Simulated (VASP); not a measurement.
Input of a VASP 6.6.1 run:

The input INCAR:

```
SYSTEM = CrO2
PREC     = Accurate       ! precision mode
ENCUT    = 520            ! plane-wave cutoff, eV
EDIFF    = 1E-7           ! SCF threshold, eV
ISMEAR   = -1             ! smearing method
SIGMA    = 0.05           ! smearing width, eV
LREAL    = .False.        ! projectors in reciprocal space
LASPH    = .True.         ! aspherical terms in the spheres
NELM     = 150            ! most SCF steps
ALGO     = Normal         ! electronic algorithm
ISIF     = 2              ! what is computed and relaxed
LWAVE    = .False.        ! write WAVECAR
LCHARG   = .False.        ! write CHGCAR
ISPIN    = 2              ! spin polarisation
MAGMOM   = 3 3 0 0 0 0    ! initial moments
LORBIT   = 11             ! projections on sites
LMAXMIX  = 4              ! l up to which the mixer works
GGA      = PS             ! functional
NBANDS   = 37             ! bands
```

KPOINTS

```
regular mesh
0
Gamma
  6 6 9
  0 0 0
```

The input POSCAR:

```
CrO2
1.0
    4.3925226377      0.0000000000      0.0000000000
    0.0000000000      4.3925226377      0.0000000000
    0.0000000000      0.0000000000      2.8874879737
Cr O
2 4
Direct
    0.5000000000      0.5000000000      0.5000000000
    0.0000000000      0.0000000000      0.0000000000
    0.8033034641      0.1966965359      0.5000000000
    0.6966965359      0.6966965359      0.0000000000
    0.1966965359      0.8033034641      0.5000000000
    0.3033034641      0.3033034641      0.0000000000
```

Potentials or basis: VASP PAW PBE potentials, release 64 (Cr_pv, O).

Run with:

```console
$ cat potpaw_PBE.64/Cr_pv/POTCAR potpaw_PBE.64/O/POTCAR > POTCAR
$ mpirun -np 1 vasp_std > vasp.out
```

What does it give for the band gap on the k mesh?

Zero (filled and empty bands overlap).

Estimate the largest force.

0.020 eV/Å.

Predict the site moments.

Cr +2.06; O -0.06 μB.

What does it give for the net moment?

4.00 μB per cell.

Forces on the atoms (eV/Å):
```
Cr   0.000  0.000  0.000
Cr   0.000  0.000  0.000
O   -0.014  0.014  0.000
O    0.014  0.014  0.000
O    0.014 -0.014  0.000
O   -0.014 -0.014  0.000
```

Caveat: the PAW data sets were made with another functional, which shifts forces and pressure a little; semilocal functionals often make such compounds metallic where correlation or magnetic order opens a gap, which also shifts bond lengths; only a ferromagnetic start was run, and an antiferromagnetic order may lie lower in energy. With open d or f shells a metallic result of PBEsol can be an artefact of self-interaction; +U or a hybrid may open a gap.
